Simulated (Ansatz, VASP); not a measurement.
**Two plane-wave programs on ZnSe**

INCAR

```
ALGO = Normal ; EDIFF = 1E-8
ENCUT = 520 ; GGA = CA
ISIF = 2 ; ISMEAR = -1
LASPH = T ; LCHARG = F
LEFG = T ; LREAL = F
LWAVE = F ; NBANDS = 16
NELM = 100 ; PREC = Accurate
SIGMA = 0.03
```

Contents of KPOINTS:

```
k-points
0
Gamma
  8 8 8
```

The input POSCAR:

```
ZnSe
1.0
    0.0000000000      2.8525674344      2.8525674344
    2.8525674344      0.0000000000      2.8525674344
    2.8525674344      2.8525674344      0.0000000000
Zn Se
1 1
Direct
    0.0000000000      0.0000000000      0.0000000000
    0.7500000000      0.7500000000      0.7500000000
```

Input for Ansatz:

```yaml
crystal:
  lattice:
    - [0.0, 2.8525674344, 2.8525674344]
    - [2.8525674344, 0.0, 2.8525674344]
    - [2.8525674344, 2.8525674344, 0.0]
  atoms:
    - { symbol: Zn, position: [0.0, 0.0, 0.0] }
    - { symbol: Se, position: [0.75, 0.75, 0.75] }
kpoints:
  mp_grid: { grid: [8, 8, 8] }
scf:
  occupations: { method: fermi_dirac, width: 0.03 }
hamiltonian:
  xc: lda
  pseudopotentials: { kind: paw }
output:
  forces: true
  stress: true
  eigenvalues: true
  efg: { contact_densities: true }
```

Change from the starting cell: volume scaled by 1.02, PAW files.

Alike in both runs: task electric field gradients; functional LDA; k mesh 8 × 8 × 8; occupations fermi-dirac, width 0.03 eV; no spin polarisation.

```csv
,VASP,Ansatz
version,VASP 6.6.1,Ansatz 0.2.0
potentials or method,"VASP PAW LDA potentials, release 64 (Zn, Se)","PAW with Ansatz's default frozen-core files, scalar-relativistic"
plane-wave cutoff (eV),520,420
valence electrons in the cell,18,28
```

|  | VASP | Ansatz | Ansatz less VASP |
| --- | --- | --- | --- |
| pressure (GPa) | -4.2 | -4.4 | -0.28 |

LDA's correlation is that of Perdew and Zunger in VASP and of Perdew and Wang (1992) in Ansatz. VASP's potentials hold 18 valence electrons a cell and Ansatz's 28, so a difference there can come from the potentials and not from the codes.
